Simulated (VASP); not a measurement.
Write the native input for VASP 6.6.1 that does the following.

```yaml
Task: single point
Functional: r2SCAN
Potentials_or_basis: VASP PAW PBE potentials, release 64 (Cd, Se)
Cutoff: 520 eV
k_mesh: 6 × 6 × 6
Occupations: gaussian, width 0.01 eV
Spin: no spin polarisation
Dipole_correction: no
Further_INCAR_settings: ALGO = Normal; EDIFF = 1e-07; NBANDS = 16
```

Crystal: CdSe.

```
Cd Se
1.0
     3.05144    3.05144    0.00000
    -3.05144    3.05144    0.00000
     0.00000    3.05144    3.07598
Cd Se
1 1
Direct
  0.00000 0.00000 0.00000
  0.75000 0.25000 0.50000
```

This cell differs from its parent crystal: in-plane strain -0.005.

One way to write it, as run:

POSCAR

```
CdSe
1.0
    3.0514448479      3.0514448479      0.0000000000
   -3.0514448479      3.0514448479      0.0000000000
    0.0000000000      3.0514448479      3.0759790778
Cd Se
1 1
Direct
    0.0000000000      0.0000000000      0.0000000000
    0.7500000000      0.2500000000      0.5000000000
```

INCAR.step1

```
SYSTEM = CdSe
PREC = Accurate ; ENCUT = 520
ISMEAR = 0 ; SIGMA = 0.01
LREAL = .FALSE. ; LASPH = .TRUE.
NELM = 80 ; NBANDS = 16
GGA = PE ; ALGO = Normal
EDIFF = 1E-4 ; LWAVE = .TRUE.
LCHARG = .FALSE.
```

INCAR.step2

```
SYSTEM = CdSe
PREC = Accurate ; ENCUT = 520
EDIFF = 1E-7 ; ISMEAR = 0
SIGMA = 0.01 ; LREAL = .FALSE.
LASPH = .TRUE. ; NELM = 80
ALGO = Normal ; ISIF = 2
LWAVE = .FALSE. ; LCHARG = .TRUE.
METAGGA = R2SCAN ; LMIXTAU = .TRUE.
LELF = .TRUE. ; LVHAR = .TRUE.
NBANDS = 16 ; ISTART = 1
```

KPOINTS

```
regular mesh
0
G
  6 6 6
  0 0 0
```

Potentials or basis: VASP PAW PBE potentials, release 64 (Cd, Se).

Run with:

```bash
$ cat potpaw_PBE.64/Cd/POTCAR potpaw_PBE.64/Se/POTCAR > POTCAR
$ cp INCAR.step1 INCAR
$ mpirun -np 1 vasp_std > vasp.out
$ cp INCAR.step2 INCAR
$ mpirun -np 1 vasp_std > vasp.out
```

It gave:

| Item | Value |
| --- | --- |
| Pressure | 0.6 GPa |
| Band gap on the k mesh | 1.04 eV, direct |

Caveat: the cell differs from its parent crystal (in-plane strain -0.005); the PAW data sets were made with another functional, which shifts forces and pressure a little.

Wall time 42 s on 1 thread of Intel(R) Xeon(R) 6975P-C (Granite Rapids), with other jobs on the host, peak memory 0.19 GiB.
